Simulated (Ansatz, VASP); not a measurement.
**Ni: VASP beside Ansatz**

The input INCAR:

```
PREC = Accurate ; ENCUT = 600
EDIFF = 1E-6 ; ISMEAR = -1
SIGMA = 0.05 ; LREAL = False
LASPH = True ; NELM = 150
ALGO = Normal ; ISIF = 3
LWAVE = False ; LCHARG = False
ISPIN = 2 ; MAGMOM = 1
LORBIT = 11 ; LMAXMIX = 4
GGA = PS ; IBRION = 2
NSW = 60 ; EDIFFG = -0.01
```

The input KPOINTS:

```
Automatic mesh
0
Gamma
  13 13 13
```

File POSCAR:

```
Ni
1.0
   -1.3837154700      1.3837154700      1.3837154700
    1.3837154700     -1.3837154700      1.3837154700
    1.3837154700      1.3837154700     -1.3837154700
Ni
1
Direct
    0.0000000000      0.0000000000      0.0000000000
```

The input input.yaml:

```yaml
crystal:
  lattice:
    - [-1.38371547, 1.38371547, 1.38371547]
    - [1.38371547, -1.38371547, 1.38371547]
    - [1.38371547, 1.38371547, -1.38371547]
  atoms:
    - { symbol: Ni, position: [0.0, 0.0, 0.0], spin: 1.0 }
hamiltonian:
  xc: pbesol
  pseudopotentials: { kind: paw }
magnetization:
  spin_polarized: true
kpoints:
  mp_grid: { grid: [13, 13, 13] }
scf:
  occupations: { method: fermi_dirac, width: 0.05 }
output:
  forces: true
  stress: true
  eigenvalues: true
  write_density: true
  write_potential: true
  elf: true
  volumetric_format: npy
relax:
  f_tol: 0.01
  max_steps: 40
  cell: { stress_tol: 0.05 }
```

Alike in both runs: task relaxation of cell and atoms; functional PBEsol; k mesh 13 × 13 × 13; occupations fermi-dirac, width 0.05 eV; collinear spin.

|  | VASP | Ansatz |
| --- | --- | --- |
| version | VASP 6.6.1 | Ansatz 0.2.0 |
| potentials or method | VASP PAW PBE potentials, release 64 (Ni) | Ansatz PAW |
| plane-wave cutoff (eV) | 600 | 420 |
| valence electrons in the cell | 10 | 18 |

Ansatz gave:

```
gap on the k mesh at the Fermi level, each at its own relaxed structure (eV) : none
net moment per atom (μB)                                                     : 0.58
size of the moment on the site where the two differ most (μB)                : 0.61
relaxed volume (Å³/atom)                                                     : 10.48
relaxed cell length with the largest relative difference (Å)                 : 2.388
```

Q: Estimate VASP's values.

A: gap on the k mesh at the Fermi level, each at its own relaxed structure (eV): none; net moment per atom (μB): 0.57; size of the moment on the site where the two differ most (μB): 0.57; relaxed volume (Å³/atom): 10.47; relaxed cell length with the largest relative difference (Å): 2.387.

VASP's potentials were made for PBE, not for PBEsol. Site moments also hang on the region over which each program counts them. A gap of «none» marks a metal or a gap that the smearing closes. VASP's potentials hold 10 valence electrons a cell and Ansatz's 18, so a difference there can come from the potentials and not from the codes.

Noted on Ansatz's run: the plane-wave basis is chosen anew once the cell has moved, so the energies of steps on either side of that aren't comparable.
